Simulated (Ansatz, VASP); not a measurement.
# Te2Pb3Se in VASP and in Ansatz

```
Te Pb Se
1.0
     4.56583    0.00000    0.00000
    -2.28291    3.95412    0.00000
     0.00000    0.00000   11.17349
Te Pb Se
2 3 1
Direct
  0.33333 0.66667 0.67307
  0.66667 0.33333 0.32693
  0.66667 0.33333 0.84760
  0.00000 0.00000 0.50000
  0.33333 0.66667 0.15240
  0.00000 0.00000 0.00000
```

Alike in both runs: functional PBE; k mesh 6 × 6 × 2; occupations gaussian, width 0.1 eV; no spin polarisation.

Ansatz relaxed the structure, and its values are those at the end. VASP's run is a single point on that final structure, the one shown.

|  | VASP | Ansatz |
| --- | --- | --- |
| version | VASP 6.6.1 | Ansatz 0.2.0 |
| potentials or method | VASP PAW PBE potentials, release 64 (Te, Pb_d, Se), cutoff 520 eV | scalar-relativistic, plane waves, PAW |
| valence electrons in the cell | 60 | 90 |

|  | VASP | Ansatz | Ansatz less VASP |
| --- | --- | --- | --- |
| gap on the k mesh at the Fermi level (eV) | 0.70 | 0.70 | -0.004 |
| least direct gap on the mesh (eV) | 0.71 | 0.71 | -0.004 |
| pressure (GPa) | -0.1 | -0.1 | +0.04 |
| rms of the force components (eV/Å) | 0.012 | 0.012 | -0.0002 |

VASP's potentials hold 60 valence electrons a cell and Ansatz's 90, so a difference there can come from the potentials and not from the codes.

Neither program's run includes spin-orbit coupling.
